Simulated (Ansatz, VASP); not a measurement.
Two plane-wave programs on HfO2

Contents of INCAR:

```
SYSTEM = HfO2
PREC     = Accurate       ! precision mode
ENCUT    = 600            ! plane-wave cutoff, eV
EDIFF    = 1E-7           ! SCF threshold, eV
ISMEAR   = 0              ! smearing method
SIGMA    = 0.01           ! smearing width, eV
LREAL    = .FALSE.        ! projectors in reciprocal space
LASPH    = .TRUE.         ! aspherical terms in the spheres
NELM     = 120            ! most SCF steps
ALGO     = Normal         ! electronic algorithm
ISIF     = 3              ! what is computed and relaxed
LWAVE    = .FALSE.        ! write WAVECAR
LCHARG   = .FALSE.        ! write CHGCAR
GGA      = PS             ! functional
IBRION   = 2              ! ionic algorithm
NSW      = 100            ! ionic steps
EDIFFG   = -0.003         ! ionic threshold
GGA_COMPAT= .FALSE.      
NELMIN   = 4
```

The input KPOINTS:

```
Automatic mesh
0
G
  6 6 4
  0 0 0
```

The input POSCAR:

```
HfO2
1.0
    3.5961000000      0.0000000000      0.0000000000
    0.0000000000      3.5961000000      0.0000000000
    0.0000000000      0.0000000000      5.1770000000
Hf O
2 4
Direct
    0.0000000000      0.0000000000      0.0000000000
    0.5000000000      0.5000000000      0.5000000000
    0.0000000000      0.5000000000      0.2030000000
    0.0000000000      0.5000000000      0.7030000000
    0.5000000000      0.0000000000      0.2970000000
    0.5000000000      0.0000000000      0.7970000000
```

Input for Ansatz:

```yaml
crystal:
  lattice:
    - [3.5961, 0.0, 0.0]
    - [0.0, 3.5961, 0.0]
    - [0.0, 0.0, 5.177]
  atoms:
    - { symbol: Hf, position: [0.0, 0.0, 0.0] }
    - { symbol: Hf, position: [0.5, 0.5, 0.5] }
    - { symbol: O, position: [0.0, 0.5, 0.203] }
    - { symbol: O, position: [0.0, 0.5, 0.703] }
    - { symbol: O, position: [0.5, 0.0, 0.297] }
    - { symbol: O, position: [0.5, 0.0, 0.797] }
scf:
  occupations: { method: fixed }
output:
  forces: true
  stress: true
  eigenvalues: true
  write_density: true
  write_potential: true
  elf: true
  volumetric_format: npy
hamiltonian:
  xc: pbesol
basis:
  ecutwfc: 600
kpoints:
  mp_grid: { grid: [6, 6, 4] }
relax:
  f_tol: 0.003
  max_steps: 80
  cell: { stress_tol: 0.05 }
```

Alike in both runs: task relaxation of cell and atoms; functional PBEsol; k mesh 6 × 6 × 4; no spin polarisation.

|  | VASP | Ansatz |
| --- | --- | --- |
| version | VASP 6.6.1 | Ansatz 0.2.0 |
| potentials or method | VASP PAW PBE potentials, release 64 (Hf_pv, O), cutoff 600 eV | scalar-relativistic, plane waves, PAW |
| occupations | gaussian, width 0.01 eV | fixed |
| valence electrons in the cell | 44 | 76 |

|  | VASP | Ansatz | Ansatz less VASP |
| --- | --- | --- | --- |
| gap on the k mesh at the Fermi level, each at its own relaxed structure (eV) | 4.59 | 4.57 | -0.020 |
| relaxed volume (Å³/atom) | 10.78 | 10.95 | +0.175 |
| relaxed cell length with the largest relative difference (Å) | 5.129 | 5.165 | +0.0366 |

VASP's potentials were made for PBE, not for PBEsol. VASP's potentials hold 44 valence electrons a cell and Ansatz's 76, so a difference there can come from the potentials and not from the codes.

Spin-orbit coupling is off throughout.
